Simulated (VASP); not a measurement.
# Mg4Br (P4/mmm) in VASP: a series of runs

Mg4Br is run at these levels: PBE; tasks: single point, relaxation of cell and atoms.

Everything below comes from runs of VASP 6.6.1. Logs are shortened: lines on timing, memory, paths and dates and some standing lists are left out, and cuts for length are marked.

## Step 1: The cell of the first run

It takes space group P4/mmm (No. 123, tetragonal). The conventional cell has a = 4.254 Å, b = 4.254 Å, c = 3.497 Å, α = 90.00°, β = 90.00°, γ = 90.00°. Mg (site symmetry m2m) has 2 Mg at 1.11 Å within 1.5 Å. Within 3.3 Å of Br (site symmetry 4/mmm) lie 8 Mg at 2.52 Å.

## Step 2: Single point, PBE

The input, INCAR:

```
SYSTEM = Mg4Br
PREC     = Accurate       ! precision mode
ENCUT    = 520            ! plane-wave cutoff, eV
EDIFF    = 1E-6           ! SCF threshold, eV
ISMEAR   = 0              ! smearing method
SIGMA    = 0.1            ! smearing width, eV
LREAL    = .False.        ! projectors in reciprocal space
LASPH    = .True.         ! aspherical terms in the spheres
NELM     = 80             ! most SCF steps
ALGO     = Normal         ! electronic algorithm
ISIF     = 2              ! what is computed and relaxed
LWAVE    = .False.        ! write WAVECAR
LCHARG   = .False.        ! write CHGCAR
GGA      = PE             ! functional
NBANDS   = 16             ! bands
```

The input, KPOINTS:

```
Automatic mesh
0
Gamma
  4 4 6
  0 0 0
```

The input, POSCAR:

```
Mg4Br
1.0
    4.2542784400      0.0000000000      0.0000000000
    0.0000000000      4.2542784400      0.0000000000
    0.0000000000      0.0000000000      3.4968921800
Mg Br
4 1
Direct
    0.8154992100      0.0000000000      0.5000000000
    0.1845007900      0.0000000000      0.5000000000
    0.0000000000      0.8154992100      0.5000000000
    0.0000000000      0.1845007900      0.5000000000
    0.5000000000      0.5000000000      0.5000000000
```

Potentials or basis: VASP PAW PBE potentials, release 64 (Mg, Br).

Command:

```console
cat potpaw_PBE.64/Mg/POTCAR potpaw_PBE.64/Br/POTCAR > POTCAR
mpirun -np 1 vasp_std > vasp.out
```

OUTCAR:

```text
SYSTEM = Mg4Br
   PREC = Accurate
   ENCUT = 520
   EDIFF = 1E-6
   ISMEAR = 0
   LREAL = .False.
   LASPH = .True.
   NELM = 80
   ISIF = 2
   GGA = PE

 ion  position               nearest neighbor table
   1  0.815  0.000  0.500-   3 1.11   4 1.11   2 1.57   5 2.52   5 2.52   2 2.68   3 3.56   4 3.56
                             3 3.56   4 3.56
   2  0.185  0.000  0.500-   3 1.11   4 1.11   1 1.57   5 2.52   5 2.52   1 2.68   3 3.56   3 3.56
                             4 3.56   4 3.56
   3  0.000  0.815  0.500-   1 1.11   2 1.11   4 1.57   5 2.52   5 2.52   4 2.68   2 3.56   1 3.56
                             2 3.56   1 3.56
   4  0.000  0.185  0.500-   1 1.11   2 1.11   3 1.57   5 2.52   5 2.52   3 2.68   1 3.56   1 3.56
                             2 3.56   2 3.56
   5  0.500  0.500  0.500-   1 2.52   2 2.52   3 2.52   4 2.52   1 2.52   2 2.52   3 2.52   4 2.52

 -----------------------------------------------------------------------------
|                                                                             |
|           W    W    AA    RRRRR   N    N  II  N    N   GGGG   !!!           |
|           W    W   A  A   R    R  NN   N  II  NN   N  G    G  !!!           |
|           W    W  A    A  R    R  N N  N  II  N N  N  G       !!!           |
|           W WW W  AAAAAA  RRRRR   N  N N  II  N  N N  G  GGG   !            |
|           WW  WW  A    A  R   R   N   NN  II  N   NN  G    G                |
|           W    W  A    A  R    R  N    N  II  N    N   GGGG   !!!           |
|                                                                             |
|     The distance between some ions is very small. Please check the          |
|     nearest-neighbor list in the OUTCAR file.                               |
|     I HOPE YOU KNOW WHAT YOU ARE DOING!                                     |
|                                                                             |
 -----------------------------------------------------------------------------

  LATTYP: Found a simple tetragonal cell.
 ALAT       =     4.2542784400
 C/A-ratio  =     0.8219706889

  Lattice vectors:

 A1 = (   4.2542784400,   0.0000000000,   0.0000000000)
 A2 = (   0.0000000000,   4.2542784400,   0.0000000000)
 A3 = (   0.0000000000,   0.0000000000,   3.4968921800)

Analysis of symmetry for initial positions (statically):
=====================================================================
 Subroutine PRICEL returns:
 Original cell was already a primitive cell.

 Routine SETGRP: Setting up the symmetry group for a
 simple tetragonal supercell.

 Subroutine GETGRP returns: Found 16 space group operations
 (whereof 16 operations were pure point group operations)
 out of a pool of 16 trial point group operations.

The static configuration has the point symmetry D_4h.

Analysis of symmetry for dynamics (positions and initial velocities):
=====================================================================
 Subroutine PRICEL returns:
 Original cell was already a primitive cell.

 Routine SETGRP: Setting up the symmetry group for a
 simple tetragonal supercell.

 Subroutine GETGRP returns: Found 16 space group operations
 (whereof 16 operations were pure point group operations)
 out of a pool of 16 trial point group operations.

The dynamic configuration has the point symmetry D_4h.

 Subroutine INISYM returns: Found 16 space group operations
 (whereof 16 operations are pure point group operations),
 and found     1 'primitive' translations

----------------------------------------------------------------------------------------

                                     Primitive cell

  volume of cell :      63.2898

  direct lattice vectors                    reciprocal lattice vectors
     4.254278440  0.000000000  0.000000000     0.235057487  0.000000000  0.000000000
     0.000000000  4.254278440  0.000000000     0.000000000  0.235057487  0.000000000
     0.000000000  0.000000000  3.496892180     0.000000000  0.000000000  0.285968211

  length of vectors
     4.254278440  4.254278440  3.496892180     0.235057487  0.235057487  0.285968211

  position of ions in fractional coordinates (direct lattice)
     0.815499210  0.000000000  0.500000000
     0.184500790  0.000000000  0.500000000
     0.000000000  0.815499210  0.500000000
     0.000000000  0.184500790  0.500000000
     0.500000000  0.500000000  0.500000000

  ion indices of the primitive-cell ions
   primitive index   ion index
                 1           1
                 2           2
                 3           3
                 4           4
                 5           5

----------------------------------------------------------------------------------------

 KPOINTS: Automatic mesh

Automatic generation of k-mesh.
 Grid dimensions read from file:
 generate k-points for:    4    4    6

 Generating k-lattice:

  Cartesian coordinates                     Fractional coordinates (reciprocal lattice)
     0.058764372  0.000000000  0.000000000     0.250000000  0.000000000  0.000000000
     0.000000000  0.058764372  0.000000000     0.000000000  0.250000000  0.000000000
     0.000000000  0.000000000  0.047661368     0.000000000  0.000000000  0.166666667

  Length of vectors
     0.058764372  0.058764372  0.047661368

  Shift w.r.t. Gamma in fractional coordinates (k-lattice)
     0.000000000  0.000000000  0.000000000

 Subroutine IBZKPT returns following result:
 ===========================================

 Found     24 irreducible k-points:

 Following reciprocal coordinates:
            Coordinates               Weight
  0.000000  0.000000  0.000000      1.000000
  0.250000  0.000000  0.000000      4.000000
  0.500000  0.000000  0.000000      2.000000
  0.250000  0.250000  0.000000      4.000000
  0.500000  0.250000  0.000000      4.000000
  0.500000  0.500000  0.000000      1.000000
[... 16 lines left out ...]
  0.500000  0.250000  0.500000      4.000000
  0.500000  0.500000  0.500000      1.000000
   k-points           NKPTS =     24   k-points in BZ     NKDIM =     24   number of bands    NBANDS=     16
   number of dos      NEDOS =    301   number of ions     NIONS =      5
   total plane-waves  NPLWV =  28672
   dimension x,y,z NGX =    32 NGY =   32 NGZ =   28
   dimension x,y,z NGXF=    64 NGYF=   64 NGZF=   56
   ions per type =               4   1
   NGX,Y,Z   is equivalent  to a cutoff of  12.50, 12.50, 13.31 a.u.
   NGXF,Y,Z  is equivalent  to a cutoff of  25.01, 25.01, 26.62 a.u.
 SYSTEM =  Mg4Br
   PREC   = accura    normal or accurate (medium, high low for compatibility)
   ISTART =      0    job   : 0-new  1-cont  2-samecut
   ICHARG =      2    charge: 1-file 2-atom 10-const
   ISPIN  =      1    spin polarized calculation?
   LNONCOLLINEAR =      F non collinear calculations
   LSORBIT =      F    spin-orbit coupling
   LASPH  =      T    aspherical Exc in radial PAW
   ENCUT  =  520.0 eV  38.22 Ry    6.18 a.u.   7.91  7.91  6.50*2*pi/ulx,y,z
   NELM   =     80;   NELMIN=  2; NELMDL= -5     # of ELM steps
   EDIFF  = 0.1E-05   stopping-criterion for ELM
   LREAL  =      F    real-space projection
   EDIFFG = 0.1E-04   stopping-criterion for IOM
   NSW    =      0    number of steps for IOM
   IBRION =     -1    ionic relax: 0-MD 1-quasi-New 2-CG
   NFREE  =      0    steps in history (QN), initial steepest desc. (CG)
   ISIF   =      2    stress and relaxation
   ISYM   =      2    0-nonsym 1-usesym 2-fastsym
   POTIM  = 0.5000    time-step for ionic-motion
   TEBEG  =    0.0;   TEEND  =   0.0 temperature during run
   PSTRESS=    0.0 pullay stress
   NELECT =      15.0000    total number of electrons
   NUPDOWN=      -1.0000    fix difference up-down
   EMIN   =  10.00;   EMAX   =-10.00  energy-range for DOS
   EFERMI =   0.00;   METHOD = LEGACY
   ISMEAR =     0;   SIGMA  =   0.10  broadening in eV -4-tet -1-fermi 0-gaus
   EFERMI_NEDOS =   21; number of points for ismear=-14 and -15
   IALGO  =     38    algorithm
   IMIX   =      4    mixing-type and parameters
     AMIX     =   0.40;   BMIX     =  1.00
     AMIX_MAG =   1.60;   BMIX_MAG =  1.00
  volume/ion in A,a.u.               =      12.66        85.42
  Fermi-wavevector in a.u.,A,eV,Ry     =   1.013119  1.914518 13.965164  1.026411
  Thomas-Fermi vector in A             =   2.146269
   LORBIT       =      0    0 simple, 1 ext, 2 COOP (PROOUT), +10 PAW based schemes
   GGA     = PE    functional components
   LHFCALC =     F    Hartree Fock is set to
   AEXX    =    0.0000 exact exchange contribution
   IVDW    =     0    specifies the selected vdW correction
   LEPSILON=     F    determine dielectric tensor
   LRPA    =     F    only Hartree local field effects (RPA)
 non-spin polarized calculation
 Gauss-broadening in eV      SIGMA  =   0.10
  energy-cutoff  :      520.00
  volume of cell :       63.29
 maximum number of plane-waves:      1728
 NGX is ok and might be reduce to    32
   NGX = 15   NGY = 15   NGZ = 13

 number of electron      14.9999997 magnetization

 Free energy of the ion-electron system (eV)
  ---------------------------------------------------
  ext. energy  EPLUGINS =         0.00000000
  ---------------------------------------------------
  free energy    TOTEN  =        76.36026701 eV

  energy without entropy =       76.37379473  energy(sigma->0) =       76.36703087

 E-fermi :   7.9082     XC(G=0): -10.6068

 val. band max:        7.8907046540   @ k =   0.2500   0.0000   0.0000
 cond. band min:       7.9367730052   @ k =   0.5000   0.5000   0.0000
 fundamental gap:      0.0460683512
 Fermi energy:         7.9082057033

 k-point     1 :       0.0000    0.0000    0.0000
  band No.  band energies     occupation
      1     -11.3181      2.00000
      2      -0.5161      2.00000
      3      -0.5161      2.00000
      4       0.9127      2.00000
      5       2.8228      2.00000
      6       5.5956      2.00000
[... 8 lines left out ...]
     15      14.4804      0.00000
     16      16.0449      0.00000
[... 419 lines left out ...]
 k-point    24 :       0.5000    0.5000    0.5000
  band No.  band energies     occupation
      1     -10.7586      2.00000
      2      -1.1610      2.00000
      3      -1.1610      2.00000
      4       0.8642      2.00000
      5       3.5232      2.00000
      6       4.7606      2.00000
[... 8 lines left out ...]
     15      15.3671      0.00000
     16      15.6083      0.00000

------------------------ aborting loop because EDIFF is reached ----------------------------------------

  FORCE on cell =-STRESS in cart. coord.  units (eV):
  Direction    XX          YY          ZZ          XY          YZ          ZX
  --------------------------------------------------------------------------------------
  -------------------------------------------------------------------------------------
  Total       89.7660500     89.7660500      2.9376473      0.0000000      0.0000000      0.0000000
  in kB     2272.4201642   2272.4201642     74.3662983      0.0000000      0.0000000      0.0000000
  external PRESSURE =    1539.7355422 kB  Pullay stress =       0.0000000 kB

 VOLUME and BASIS-vectors are now :
 -----------------------------------------------------------------------------
  energy-cutoff  :      520.00
  volume of cell :       63.29
      direct lattice vectors                 reciprocal lattice vectors
     4.254278440  0.000000000  0.000000000     0.235057487  0.000000000  0.000000000
     0.000000000  4.254278440  0.000000000     0.000000000  0.235057487  0.000000000
     0.000000000  0.000000000  3.496892180     0.000000000  0.000000000  0.285968211

 POSITION                                       TOTAL-FORCE (eV/Angst)
 -----------------------------------------------------------------------------------
      3.46936      0.00000      1.74845       -47.250869      0.000000      0.000000
      0.78492      0.00000      1.74845        47.250869      0.000000      0.000000
      0.00000      3.46936      1.74845         0.000000    -47.250869     -0.000000
      0.00000      0.78492      1.74845         0.000000     47.250869      0.000000
      2.12714      2.12714      1.74845         0.000000      0.000000      0.000000
 -----------------------------------------------------------------------------------
    total drift:                                0.000000     -0.000000     -0.000000

  FREE ENERGIE OF THE ION-ELECTRON SYSTEM (eV)
  ---------------------------------------------------
  free  energy   TOTEN  =        76.3602670056 eV

  energy  without entropy=       76.3737947326  energy(sigma->0) =       76.36703087
```

Run time: 38 s. Hardware: 1 thread of AMD EPYC 7R13, shared host; peak memory 0.15 GiB.

Results:

```yaml
Free_energy: 76.3603 eV
Pressure: 154.0 GPa
Largest_force: 47.251 eV/Å
```

Forces in eV/Å, atoms in the order of the input:
```
Mg  -47.251   0.000   0.000
Mg   47.251   0.000   0.000
Mg    0.000 -47.251   0.000
Mg    0.000  47.251   0.000
Br    0.000   0.000   0.000
```

Caveat: the k points lie up to 0.37 Å⁻¹ apart; an odd number of electrons without spin polarisation forces a metal; a magnetic or distorted state may lie lower.

## Step 3: Single point, PBE

This run uses another cell than the first one, of 30.47 Å³/atom, 2.407 times its volume.

The input, INCAR:

```
SYSTEM = Mg4Br
PREC = Accurate
ENCUT = 520
EDIFF = 1E-6
ISMEAR = 0
SIGMA = 0.1
LREAL = .False.
LASPH = .True.
NELM = 60
ALGO = Normal
ISIF = 2
LWAVE = .False.
LCHARG = .True.
GGA = PE
LELF = .True.
LVHAR = .True.
NBANDS = 16
```

The input, KPOINTS:

```
regular mesh
0
Gamma
  4 4 6
  0 0 0
```

The input, POSCAR:

```
Mg4Br
1.0
    7.0975175673      0.0000000000      0.0000000000
    0.0000000000      7.0975175673      0.0000000000
    0.0000000000      0.0000000000      3.0238568476
Mg Br
4 1
Direct
    0.7041499959      0.0000000000      0.5000000000
    0.2958500041      0.0000000000      0.5000000000
    0.0000000000      0.7041499959      0.5000000000
    0.0000000000      0.2958500041      0.5000000000
    0.5000000000      0.5000000000      0.5000000000
```

Potentials or basis: VASP PAW PBE potentials, release 64 (Mg, Br).

Command:

```console
cat potpaw_PBE.64/Mg/POTCAR potpaw_PBE.64/Br/POTCAR > POTCAR
mpirun -np 1 vasp_std > vasp.out
```

OUTCAR:

```text
SYSTEM = Mg4Br
   PREC = Accurate
   ENCUT = 520
   EDIFF = 1E-6
   ISMEAR = 0
   LREAL = .False.
   LASPH = .True.
   NELM = 60
   ISIF = 2
   GGA = PE

 ion  position               nearest neighbor table
   1  0.704  0.000  0.500-   2 2.90   3 2.97   4 2.97
   2  0.296  0.000  0.500-   1 2.90   3 2.97   4 2.97
   3  0.000  0.704  0.500-   4 2.90   2 2.97   1 2.97
   4  0.000  0.296  0.500-   3 2.90   2 2.97   1 2.97
   5  0.500  0.500  0.500-

[... 657 lines left out ...]
  --------------------------------------------------------------------------------------
  -------------------------------------------------------------------------------------
  Total        0.0169434      0.0169434     -0.1194177      0.0000000      0.0000000      0.0000000
  in kB        0.1782115      0.1782115     -1.2560449      0.0000000      0.0000000      0.0000000
  external PRESSURE =      -0.2998739 kB  Pullay stress =       0.0000000 kB

 VOLUME and BASIS-vectors are now :
 -----------------------------------------------------------------------------
  energy-cutoff  :      520.00
  volume of cell :      152.33
      direct lattice vectors                 reciprocal lattice vectors
     7.097517567  0.000000000  0.000000000     0.140894332  0.000000000  0.000000000
     0.000000000  7.097517567  0.000000000     0.000000000  0.140894332  0.000000000
     0.000000000  0.000000000  3.023856848     0.000000000  0.000000000  0.330703486

 POSITION                                       TOTAL-FORCE (eV/Angst)
 -----------------------------------------------------------------------------------
      4.99772      0.00000      1.51193         0.001881      0.000000     -0.000000
      2.09980      0.00000      1.51193        -0.001881     -0.000000      0.000000
      0.00000      4.99772      1.51193         0.000000      0.001881     -0.000000
      0.00000      2.09980      1.51193         0.000000     -0.001881     -0.000000
      3.54876      3.54876      1.51193         0.000000      0.000000      0.000000
 -----------------------------------------------------------------------------------
    total drift:                                0.000000      0.000000      0.000000

  FREE ENERGIE OF THE ION-ELECTRON SYSTEM (eV)
  ---------------------------------------------------
  free  energy   TOTEN  =        -6.4156140668 eV

  energy  without entropy=       -6.4078471126  energy(sigma->0) =       -6.41173059
```

OSZICAR:

```text
N       E                     dE             d eps       ncg     rms          rms(c)
DAV:   1     0.470080645885E+02    0.47008E+02   -0.45721E+03   768   0.673E+02
DAV:   2    -0.846725534406E+00   -0.47855E+02   -0.40429E+02  1056   0.915E+01
DAV:   3    -0.681711531164E+01   -0.59704E+01   -0.58227E+01   928   0.338E+01
DAV:   4    -0.688503821775E+01   -0.67923E-01   -0.67903E-01   968   0.445E+00
DAV:   5    -0.688562631217E+01   -0.58809E-03   -0.58809E-03   992   0.445E-01    0.418E+00
DAV:   6    -0.645649774801E+01    0.42913E+00   -0.81136E-01   904   0.453E+00    0.214E+00
DAV:   7    -0.642893924468E+01    0.27559E-01   -0.10880E-01   776   0.152E+00    0.138E+00
DAV:   8    -0.641888540337E+01    0.10054E-01   -0.84308E-02   880   0.140E+00    0.437E-01
DAV:   9    -0.641646384684E+01    0.24216E-02   -0.48480E-03   872   0.391E-01    0.282E-01
DAV:  10    -0.641573711463E+01    0.72673E-03   -0.75886E-03   888   0.401E-01    0.747E-02
DAV:  11    -0.641559867372E+01    0.13844E-03   -0.84886E-04   800   0.150E-01    0.193E-02
DAV:  12    -0.641561159106E+01   -0.12917E-04   -0.86689E-05   864   0.440E-02    0.587E-03
DAV:  13    -0.641561411892E+01   -0.25279E-05   -0.26761E-06   944   0.978E-03    0.164E-03
DAV:  14    -0.641561406676E+01    0.52162E-07   -0.19313E-07   440   0.229E-03
   1 F= -.64156141E+01 E0= -.64117306E+01  d E =-.776695E-02
```

Wall time 72 s (1 thread of AMD EPYC 7R13, shared host); peak memory 0.23 GiB.

What came out:

| Property | Result |
| --- | --- |
| Free energy | -6.4156 eV |
| Pressure | 0.0 GPa |

Caveat: an odd number of electrons without spin polarisation forces a metal; a magnetic or distorted state may lie lower.

(Part 1 of 2 ends here.)
